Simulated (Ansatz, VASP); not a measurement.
**Ir: VASP beside Ansatz**

```xyz
2
Lattice="2.6907 0.0000 0.0000 -1.3453 2.3302 0.0000 0.0000 0.0000 4.3278" Properties=species:S:1:pos:R:3 pbc="T T T"
Ir    1.3453    0.7767    3.2458
Ir    0.0000    1.5535    1.0819
```

Alike in both runs: task single point; functional r2SCAN; k mesh 6 × 6 × 4; occupations gaussian, width 0.1 eV; no spin polarisation.

|  | VASP | Ansatz |
| --- | --- | --- |
| version | VASP 6.6.1 | Ansatz 0.2.0 |
| potentials or method | VASP PAW PBE potentials, release 64 (Ir), cutoff 520 eV | scalar-relativistic, plane waves, PAW |
| valence electrons in the cell | 18 | 34 |

Ansatz gave:

| Quantity | Value |
| --- | --- |
| gap on the k mesh at the Fermi level (eV) | none |
| pressure (GPa) | 21.2 |
| traceless stress, the component that is largest in VASP (GPa) | -1.82 |

Estimate VASP's values.

gap on the k mesh at the Fermi level (eV): none; pressure (GPa): 24.4; traceless stress, the component that is largest in VASP (GPa): -1.65.

VASP's potentials were made for PBE, not for r2SCAN. A gap of «none» marks a metal or a gap that the smearing closes. VASP's potentials hold 18 valence electrons a cell and Ansatz's 34, so a difference there can come from the potentials and not from the codes.

The k mesh is coarse, so the values compare programs but aren't converged. Spin-orbit coupling is off throughout.
